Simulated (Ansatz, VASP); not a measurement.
## WC in VASP and in Ansatz

```
W C
1.0
     0.00000    2.18268    2.18268
     2.18268    0.00000    2.18268
     2.18268    2.18268    0.00000
W C
1 1
Direct
  0.00000 0.00000 0.00000
  0.50000 0.50000 0.50000
```

Alike in both runs: functional BLYP; dispersion D3(BJ); k mesh 9 × 9 × 9; occupations methfessel-paxton of order 1, width 0.15 eV; no spin polarisation.

Ansatz relaxed the structure, and its values are those at the end. VASP's run is a single point on that final structure, the one shown.

|  | VASP | Ansatz |
| --- | --- | --- |
| version | VASP 6.6.1 | Ansatz 0.2.0 |
| potentials or method | VASP PAW PBE potentials, release 64 (W_sv, C), cutoff 520 eV | plane waves, PAW |
| valence electrons in the cell | 18 | 18 |

```tsv
	VASP	Ansatz	Ansatz less VASP
pressure (GPa)	2.4	0.0	-2.39
```

VASP's potentials were made for PBE, not for BLYP.

Neither program's run includes spin-orbit coupling.
